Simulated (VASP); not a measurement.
SiO2, 12 atoms in the cell. Symmetry: P6_322, No. 182, hexagonal system. Conventional cell: a = 5.099 Å, b = 5.099 Å, c = 8.629 Å, α = 90.00°, β = 90.00°, γ = 120.00°. Within 2.1 Å of Si (site symmetry 3) lie 4 O at 1.62 Å. O (site symmetry 2) has 2 Si at 1.62 Å within 2.2 Å. O (site symmetry 32) has 2 Si at 1.62 Å within 2.1 Å. 

```yaml
Program: VASP 6.6.1
Task: single point
Functional: PBE
Potentials_or_basis: VASP PAW PBE potentials, release 64 (Si, O)
Cutoff: 520 eV
k_mesh: 6 × 6 × 4
Occupations: gaussian, width 0.02 eV
Spin: no spin polarisation
Dipole_correction: no
Further_INCAR_settings: ALGO = Normal; EDIFF = 1e-06; NBANDS = 44
```

Potentials or basis: VASP PAW PBE potentials, release 64 (Si, O).

Command:

```sh
$ cat potpaw_PBE.64/Si/POTCAR potpaw_PBE.64/O/POTCAR > POTCAR
$ mpirun -np 1 vasp_std > vasp.out
```

Hardware: 1 thread of Intel(R) Xeon(R) 6975P-C (Granite Rapids) (shared host).

Task: How long does it take, and how much memory?

Result: Wall time 97 s on 1 thread of Intel(R) Xeon(R) 6975P-C (Granite Rapids), with other jobs on the host, peak memory 0.35 GiB. Counts: scf iterations 14, k points 21.
